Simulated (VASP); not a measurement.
# TiO2 (I4/m) in VASP: further runs

TiO2 is run at these levels: RPBE, PBE+U, PBE; tasks: single point.

Everything below comes from runs of VASP 6.6.1. Logs are shortened: lines on timing, memory, paths and dates and some standing lists are left out, and cuts for length are marked.

### Step 1. The cell of the first run

It takes space group I4/m (No. 87, tetragonal). The conventional cell has a = 8.702 Å, b = 8.702 Å, c = 3.775 Å, α = 90.00°, β = 90.00°, γ = 90.00°. Ti (site symmetry m) has 6 O at 1.80 to 2.26 Å within 2.4 Å. Within 2.7 Å of O (site symmetry m) lie 4 Ti at 1.95 to 2.26 Å and 5 O at 2.62 to 2.65 Å. O (site symmetry m) has 2 Ti at 1.80 to 1.81 Å within 2.4 Å.

### Step 2. Single point, RPBE

INCAR reads:

```
ALGO     = Normal         # electronic algorithm
EDIFF    = 1E-7           # SCF threshold, eV
ENCUT    = 520            # plane-wave cutoff, eV
GGA      = RP             # functional
ISIF     = 2              # what is computed and relaxed
ISMEAR   = -1             # smearing method
LASPH    = T              # aspherical terms in the spheres
LCHARG   = F              # write CHGCAR
LREAL    = F              # projectors in reciprocal space
LWAVE    = F              # write WAVECAR
NBANDS   = 60             # bands
NELM     = 60             # most SCF steps
PREC     = Accurate       # precision mode
SIGMA    = 0.05           # smearing width, eV
```

KPOINTS reads:

```
k-points
0
Gamma
  8 8 8
```

POSCAR reads:

```
TiO2
1.0
   -4.3507577183      4.3507577183      1.8875555959
    4.3507577183     -4.3507577183      1.8875555959
    4.3507577183      4.3507577183     -1.8875555959
Ti O
4 8
Direct
    0.2922817050      0.9971447550      0.2894264600
    0.0028552450      0.2922817050      0.2951369500
    0.9971447550      0.7077182950      0.7048630500
    0.7077182950      0.0028552450      0.7105735400
    0.4988638250      0.8492152850      0.3480791100
    0.1616620200      0.1596026000      0.3212646200
    0.1507847150      0.4988638250      0.6496485400
    0.1596026000      0.8383379800      0.9979405800
    0.8403974000      0.1616620200      0.0020594200
    0.8492152850      0.5011361750      0.3503514600
    0.8383379800      0.8403974000      0.6787353800
    0.5011361750      0.1507847150      0.6519208900
```

Potentials or basis: VASP PAW PBE potentials, release 64 (Ti_sv, O).

The run is started by

```sh
> cat potpaw_PBE.64/Ti_sv/POTCAR potpaw_PBE.64/O/POTCAR > POTCAR
> mpirun -np 1 vasp_std > vasp.out
```

OUTCAR:

```text
EDIFF = 1E-7
   ENCUT = 520
   GGA = RP
   ISIF = 2
   ISMEAR = -1
   LASPH = T
   LREAL = F
   NELM = 60
   PREC = Accurate

 ion  position               nearest neighbor table
   1  0.292  0.997  0.289-   8 1.80   6 1.81  10 1.95  10 1.95   5 2.21  12 2.26
   2  0.003  0.292  0.295-   6 1.80   9 1.81   5 1.95   5 1.95   7 2.21  10 2.26
   3  0.997  0.708  0.705-  11 1.80   8 1.81  12 1.95  12 1.95  10 2.21   7 2.26
   4  0.708  0.003  0.711-   9 1.80  11 1.81   7 1.95   7 1.95  12 2.21   5 2.26
   5  0.499  0.849  0.348-   2 1.95   2 1.95   1 2.21   4 2.26
   6  0.162  0.160  0.321-   2 1.80   1 1.81
   7  0.151  0.499  0.650-   4 1.95   4 1.95   2 2.21   3 2.26
   8  0.160  0.838  0.998-   1 1.80   3 1.81
   9  0.840  0.162  0.002-   4 1.80   2 1.81
  10  0.849  0.501  0.350-   1 1.95   1 1.95   3 2.21   2 2.26
  11  0.838  0.840  0.679-   3 1.80   4 1.81
  12  0.501  0.151  0.652-   3 1.95   3 1.95   4 2.21   1 2.26

  LATTYP: Found a body centered tetragonal cell.
 ALAT       =     8.7015154366
 C/A-ratio  =     0.4338452560

  Lattice vectors:

 A1 = (  -4.3507577183,   4.3507577183,   1.8875555959)
 A2 = (   4.3507577183,  -4.3507577183,   1.8875555959)
 A3 = (   4.3507577183,   4.3507577183,  -1.8875555959)

Analysis of symmetry for initial positions (statically):
=====================================================================
 Subroutine PRICEL returns:
 Original cell was already a primitive cell.

 Routine SETGRP: Setting up the symmetry group for a
 body centered tetragonal supercell.

 Subroutine GETGRP returns: Found  8 space group operations
 (whereof  8 operations were pure point group operations)
 out of a pool of 16 trial point group operations.

The static configuration has the point symmetry C_4h.

Analysis of symmetry for dynamics (positions and initial velocities):
=====================================================================
 Subroutine PRICEL returns:
 Original cell was already a primitive cell.

 Routine SETGRP: Setting up the symmetry group for a
 body centered tetragonal supercell.

 Subroutine GETGRP returns: Found  8 space group operations
 (whereof  8 operations were pure point group operations)
 out of a pool of 16 trial point group operations.

The dynamic configuration has the point symmetry C_4h.

 Subroutine INISYM returns: Found  8 space group operations
 (whereof  8 operations are pure point group operations),
 and found     1 'primitive' translations

----------------------------------------------------------------------------------------

                                     Primitive cell

  volume of cell :     142.9189

  direct lattice vectors                    reciprocal lattice vectors
    -4.350757718  4.350757718  1.887555596     0.000000000  0.114922511  0.264892860
     4.350757718 -4.350757718  1.887555596     0.114922511  0.000000000  0.264892860
     4.350757718  4.350757718 -1.887555596     0.114922511  0.114922511  0.000000000

  length of vectors
     6.435918860  6.435918860  6.435918860     0.288748005  0.288748005  0.162524973

  position of ions in fractional coordinates (direct lattice)
     0.292281705  0.997144755  0.289426460
     0.002855245  0.292281705  0.295136950
     0.997144755  0.707718295  0.704863050
     0.707718295  0.002855245  0.710573540
     0.498863825  0.849215285  0.348079110
     0.161662020  0.159602600  0.321264620
     0.150784715  0.498863825  0.649648540
     0.159602600  0.838337980  0.997940580
     0.840397400  0.161662020  0.002059420
     0.849215285  0.501136175  0.350351460
     0.838337980  0.840397400  0.678735380
     0.501136175  0.150784715  0.651920890

  ion indices of the primitive-cell ions
   primitive index   ion index
                 1           1
                 2           2
                 3           3
                 4           4
                 5           5
                 6           6
                 7           7
                 8           8
                 9           9
                10          10
                11          11
                12          12

----------------------------------------------------------------------------------------

 KPOINTS: k-points

Automatic generation of k-mesh.
 Grid dimensions read from file:
 generate k-points for:    8    8    8

 Generating k-lattice:

  Cartesian coordinates                     Fractional coordinates (reciprocal lattice)
     0.000000000  0.014365314  0.033111607     0.125000000  0.000000000  0.000000000
     0.014365314  0.000000000  0.033111607     0.000000000  0.125000000  0.000000000
     0.014365314  0.014365314  0.000000000     0.000000000  0.000000000  0.125000000

  Length of vectors
     0.036093501  0.036093501  0.020315622

  Shift w.r.t. Gamma in fractional coordinates (k-lattice)
     0.000000000  0.000000000  0.000000000

 Subroutine IBZKPT returns following result:
 ===========================================

[... 48 lines left out ...]
   EFERMI_NEDOS =   21; number of points for ismear=-14 and -15
   IALGO  =     38    algorithm
   IMIX   =      4    mixing-type and parameters
     AMIX     =   0.40;   BMIX     =  1.00
     AMIX_MAG =   1.60;   BMIX_MAG =  1.00
  volume/ion in A,a.u.               =      11.91        80.37
  Fermi-wavevector in a.u.,A,eV,Ry     =   1.433734  2.709365 27.968062  2.055595
  Thomas-Fermi vector in A             =   2.553220
   LORBIT       =      0    0 simple, 1 ext, 2 COOP (PROOUT), +10 PAW based schemes
   GGA     = RP    functional components
   LHFCALC =     F    Hartree Fock is set to
   AEXX    =    0.0000 exact exchange contribution
   IVDW    =     0    specifies the selected vdW correction
   LEPSILON=     F    determine dielectric tensor
   LRPA    =     F    only Hartree local field effects (RPA)
 non-spin polarized calculation
  energy-cutoff  :      520.00
  volume of cell :      142.92
 maximum number of plane-waves:      3876
   NGX = 23   NGY = 23   NGZ = 23

 number of electron      95.9999988 magnetization

 Free energy of the ion-electron system (eV)
  ---------------------------------------------------
  ext. energy  EPLUGINS =         0.00000000
  ---------------------------------------------------
  free energy    TOTEN  =      -102.50552094 eV

  energy without entropy =     -102.50552094  energy(sigma->0) =     -102.50552094

 E-fermi :   4.0758     XC(G=0): -10.1165

 val. band max:        3.2150986738   @ k =   0.5000   0.5000   0.5000
 cond. band min:       4.8909338967   @ k =   0.0000   0.0000   0.0000
 fundamental gap:      1.6758352228
 Fermi energy:         4.0758435505

 k-point     1 :       0.0000    0.0000    0.0000
  band No.  band energies     occupation
      1     -53.3124      2.00000
      2     -53.2932      2.00000
      3     -53.2932      2.00000
      4     -53.2770      2.00000
      5     -29.6634      2.00000
      6     -29.6430      2.00000
[... 52 lines left out ...]
     59       7.8998      0.00000
     60       7.9837      0.00000

 k-point     2 :       0.1250    0.0000    0.0000
  band No.  band energies     occupation
      1     -53.3107      2.00000
      2     -53.2928      2.00000
      3     -53.2928      2.00000
      4     -53.2780      2.00000
      5     -29.6571      2.00000
      6     -29.6419      2.00000
[... 52 lines left out ...]
     59       7.7462      0.00000
     60       7.8287      0.00000

 k-point     3 :       0.2500    0.0000    0.0000
  band No.  band energies     occupation
      1     -53.3061      2.00000
      2     -53.2920      2.00000
      3     -53.2920      2.00000
      4     -53.2809      2.00000
      5     -29.6435      2.00000
      6     -29.6405      2.00000
[... 1312 lines left out ...]
     59       7.6664      0.00000
     60       7.8696      0.00000

 k-point    24 :      -0.2500    0.3750    0.0000
  band No.  band energies     occupation
      1     -53.3092      2.00000
      2     -53.2944      2.00000
      3     -53.2913      2.00000
      4     -53.2795      2.00000
      5     -29.6483      2.00000
      6     -29.6348      2.00000
[... 52 lines left out ...]
     59       7.6659      0.00000
     60       7.8676      0.00000

 [... further k-points ...]

------------------------ aborting loop because EDIFF is reached ----------------------------------------

  FORCE on cell =-STRESS in cart. coord.  units (eV):
  Direction    XX          YY          ZZ          XY          YZ          ZX
  --------------------------------------------------------------------------------------
  -------------------------------------------------------------------------------------
  Total        7.0439462      7.0439462      7.2390638      0.0000005     -0.0000000      0.0000000
  in kB       78.9654417     78.9654417     81.1527883      0.0000058     -0.0000000      0.0000000
  external PRESSURE =      79.6945572 kB  Pullay stress =       0.0000000 kB

 VOLUME and BASIS-vectors are now :
 -----------------------------------------------------------------------------
  energy-cutoff  :      520.00
  volume of cell :      142.92
      direct lattice vectors                 reciprocal lattice vectors
    -4.350757718  4.350757718  1.887555596     0.000000000  0.114922511  0.264892860
     4.350757718 -4.350757718  1.887555596     0.114922511  0.000000000  0.264892860
     4.350757718  4.350757718 -1.887555596     0.114922511  0.114922511  0.000000000

 POSITION                                       TOTAL-FORCE (eV/Angst)
 -----------------------------------------------------------------------------------
      4.32591     -1.80746      1.88756        -0.024295     -0.143824      0.000000
      2.54329      0.02484      0.00000        -0.143824      0.024295      0.000000
      1.80746      4.32591      1.88756         0.143824     -0.024295     -0.000000
      0.02484      6.15822      0.00000         0.024295      0.143824     -0.000000
      3.03870     -0.00989      1.88756        -0.152147      0.013773     -0.000000
      1.38878      1.40670     -0.00000        -0.001589     -0.058159      0.000000
      4.34087      1.31206      0.00000         0.013773      0.152147     -0.000000
      7.29481      1.38878      0.00000         0.058159     -0.001589      0.000000
     -2.94405      2.96197      1.88756        -0.058159      0.001589     -0.000000
      0.00989      3.03870      1.88756        -0.013773     -0.152147      0.000000
      2.96197      2.94405      1.88756         0.001589      0.058159     -0.000000
      1.31206      4.36064      0.00000         0.152147     -0.013773      0.000000
 -----------------------------------------------------------------------------------
    total drift:                               -0.000000     -0.000000      0.000000

  FREE ENERGIE OF THE ION-ELECTRON SYSTEM (eV)
  ---------------------------------------------------
  free  energy   TOTEN  =      -102.5055209381 eV

  energy  without entropy=     -102.5055209365  energy(sigma->0) =     -102.50552094
```

It took 13 min on 1 thread of AMD EPYC 9R45 (Zen 5), shared host; peak memory 0.6 GiB.

Results:

```yaml
Free_energy: -102.5055 eV
Pressure: 8.0 GPa
Largest_force: 0.153 eV/Å
Band_gap_on_the_k_mesh: 1.68 eV (least direct gap 2.36 eV)
```

Forces on the atoms (eV/Å):
```
Ti  -0.024 -0.144  0.000
Ti  -0.144  0.024  0.000
Ti   0.144 -0.024  0.000
Ti   0.024  0.144  0.000
O   -0.152  0.014  0.000
O   -0.002 -0.058  0.000
O    0.014  0.152  0.000
O    0.058 -0.002  0.000
O   -0.058  0.002  0.000
O   -0.014 -0.152  0.000
O    0.002  0.058  0.000
O    0.152 -0.014  0.000
```

Caveat: the cell stands under pressure; the PAW data sets were made with another functional, which shifts forces and pressure a little.

### Step 3. Single point, PBE+U

This run uses another cell than the first one, of 12.23 Å³/atom.

INCAR reads:

```
ALGO = Normal ; EDIFF = 1E-7
ENCUT = 520 ; GGA = PE
ISIF = 2 ; ISMEAR = -1
LASPH = T ; LCHARG = F
LDAU = T ; LDAUJ = 0 0
LDAUL = 2 -1 ; LDAUPRINT = 1
LDAUTYPE = 2 ; LDAUU = 2 0
LMAXMIX = 4 ; LREAL = F
LWAVE = F ; NBANDS = 60
NELM = 150 ; PREC = Accurate
SIGMA = 0.05
```

KPOINTS reads:

```
k-points
0
Gamma
  6 6 6
```

POSCAR reads:

```
TiO2
1.0
   -4.3979542624      4.3979542624      1.8972991200
    4.3979542624     -4.3979542624      1.8972991200
    4.3979542624      4.3979542624     -1.8972991200
Ti O
4 8
Direct
    0.2904206360      0.9936590793      0.2840797152
    0.0063409207      0.2904206360      0.2967615567
    0.9936590793      0.7095793640      0.7032384433
    0.7095793640      0.0063409207      0.7159202848
    0.4967354399      0.8484244423      0.3451598822
    0.1609742341      0.1576949799      0.3186692140
    0.1515755577      0.4967354399      0.6483109976
    0.1576949799      0.8390257659      0.9967207457
    0.8423050201      0.1609742341      0.0032792543
    0.8484244423      0.5032645601      0.3516890024
    0.8390257659      0.8423050201      0.6813307860
    0.5032645601      0.1515755577      0.6548401178
```

Potentials or basis: VASP PAW PBE potentials, release 64 (Ti_sv, O).

The run is started by

```sh
> cat potpaw_PBE.64/Ti_sv/POTCAR potpaw_PBE.64/O/POTCAR > POTCAR
> mpirun -np 1 vasp_std > vasp.out
```

Run time: 11 min. Hardware: 1 thread of Intel Xeon 8259CL, shared host; peak memory 0.46 GiB.

The run converged. Its results:

| Property | Result |
| --- | --- |
| Free energy | -101.5970 eV |
| Pressure | 2.5 GPa |
| Largest force | 0.377 eV/Å |
| Band gap on the k mesh | 1.99 eV (least direct gap 2.63 eV) |

Forces on the atoms (eV/Å):
```
Ti   0.072  0.370  0.000
Ti   0.370 -0.072  0.000
Ti  -0.370  0.072  0.000
Ti  -0.072 -0.370  0.000
O    0.017  0.006  0.000
O   -0.041  0.095  0.000
O    0.006 -0.017  0.000
O   -0.095 -0.041  0.000
O    0.095  0.041  0.000
O   -0.006  0.017  0.000
O    0.041 -0.095  0.000
O   -0.017 -0.006  0.000
```

Stress tensor (GPa, compression positive):
```
2.70 0.00 0.00
0.00 2.70 0.00
0.00 0.00 2.24
```

Levels at points of the mesh, in eV from the valence-band top:
| k point | band 46 | band 47 | band 48 | band 49 | band 50 | band 51 |
| --- | --- | --- | --- | --- | --- | --- |
| (0.00, 0.00, 0.00) | -0.89 | -0.87 | -0.64 | 1.99 | 3.23 | 3.23 |
| (0.50, 0.00, 0.00) | -0.68 | -0.62 | -0.34 | 3.02 | 3.37 | 3.42 |
| (0.50, 0.50, 0.00) | -0.89 | -0.88 | -0.61 | 2.57 | 2.79 | 2.95 |
| (0.50, 0.50, 0.50) | -1.06 | -1.06 | 0.00 | 3.07 | 3.09 | 3.09 |

Eigenvalues of the final occupation matrices:
```tsv
site	spin	trace	eigenvalues
site 1 d	1	0.88	0.11 0.13 0.13 0.24 0.26
site 1 d	2	0.88	0.11 0.13 0.13 0.24 0.26
site 2 d	1	0.88	0.11 0.13 0.13 0.24 0.26
site 2 d	2	0.88	0.11 0.13 0.13 0.24 0.26
site 3 d	1	0.88	0.11 0.13 0.13 0.24 0.26
site 3 d	2	0.88	0.11 0.13 0.13 0.24 0.26
site 4 d	1	0.88	0.11 0.13 0.13 0.24 0.26
site 4 d	2	0.88	0.11 0.13 0.13 0.24 0.26
```

A k mesh can miss the band edges.

### Step 4. Single point, PBE

INCAR reads:

```
PREC = Accurate
ENCUT = 520
EDIFF = 1E-6
ISMEAR = -1
SIGMA = 0.05
LREAL = F
LASPH = T
NELM = 80
ALGO = Normal
ISIF = 2
LWAVE = F
LCHARG = F
GGA = PE
NBANDS = 60
```

KPOINTS reads:

```
Automatic mesh
0
Gamma
  5 5 5
```

POSCAR reads:

```
TiO2
1.0
   -4.3507577183      4.3507577183      1.8875555959
    4.3507577183     -4.3507577183      1.8875555959
    4.3507577183      4.3507577183     -1.8875555959
Ti O
4 8
Direct
    0.2922817050      0.9971447550      0.2894264600
    0.0028552450      0.2922817050      0.2951369500
    0.9971447550      0.7077182950      0.7048630500
    0.7077182950      0.0028552450      0.7105735400
    0.4988638250      0.8492152850      0.3480791100
    0.1616620200      0.1596026000      0.3212646200
    0.1507847150      0.4988638250      0.6496485400
    0.1596026000      0.8383379800      0.9979405800
    0.8403974000      0.1616620200      0.0020594200
    0.8492152850      0.5011361750      0.3503514600
    0.8383379800      0.8403974000      0.6787353800
    0.5011361750      0.1507847150      0.6519208900
```

The run is started by

```sh
> cat potpaw_PBE.64/Ti_sv/POTCAR potpaw_PBE.64/O/POTCAR > POTCAR
> mpirun -np 1 vasp_std > vasp.out
```

It took 4.2 min on 1 thread of Intel Xeon Platinum 8559C (Emerald Rapids), shared host; peak memory 0.37 GiB.

Results (log left out):

```yaml
Free_energy: -107.2903 eV
Pressure: 3.8 GPa
Largest_force: 0.113 eV/Å
Band_gap_on_the_k_mesh: 1.70 eV (least direct gap 2.31 eV)
```

Forces on the atoms (eV/Å):
```
Ti  -0.022 -0.111  0.000
Ti  -0.111  0.022  0.000
Ti   0.111 -0.022  0.000
Ti   0.022  0.111  0.000
O   -0.084  0.011  0.000
O    0.010 -0.044  0.000
O    0.011  0.084  0.000
O    0.044  0.010  0.000
O   -0.044 -0.010  0.000
O   -0.011 -0.084  0.000
O   -0.010  0.044  0.000
O    0.084 -0.011  0.000
```

Stress tensor (GPa, compression positive):
```
3.76 0.00 0.00
0.00 3.76 0.00
0.00 0.00 3.95
```

Levels at points of the mesh, in eV from the valence-band top:
```
           k point  band 46  band 47  band 48  band 49  band 50  band 51
(0.00, 0.00, 0.00)    -0.85    -0.84    -0.61     1.70     3.11     3.11
```

Caveat: the cell stands under pressure.

### Step 5. Summary

```csv
level,U,cell,k mesh,gap on the mesh (eV),pressure (GPa),largest force (eV/Å)
RPBE,-,"a = 6.436 Å, angles 94.9, 94.9, 145.9°, 12 atoms, atomic positions A",8 × 8 × 8,1.68,8.0,0.15
PBE+U,Ti d U = 2.0 eV,"a = 6.503 Å, angles 94.9, 94.9, 146.1°, 12 atoms, atomic positions B",6 × 6 × 6,1.99,2.5,0.38
PBE,-,"a = 6.436 Å, angles 94.9, 94.9, 145.9°, 12 atoms, atomic positions A",5 × 5 × 5,1.70,3.8,0.11
```

Alike in all rows: task single point; potentials or basis VASP PAW PBE potentials, release 64 (Ti_sv, O); no spin polarisation; cutoff (eV) 520; smearing fermi-dirac 0.05 eV.

Caveats: the cell stands under pressure (at least some runs); the PAW data sets were made with another functional, which shifts forces and pressure a little (at least some runs).

Total energies depend on the potentials used, so only differences within one code and one set of settings carry meaning.
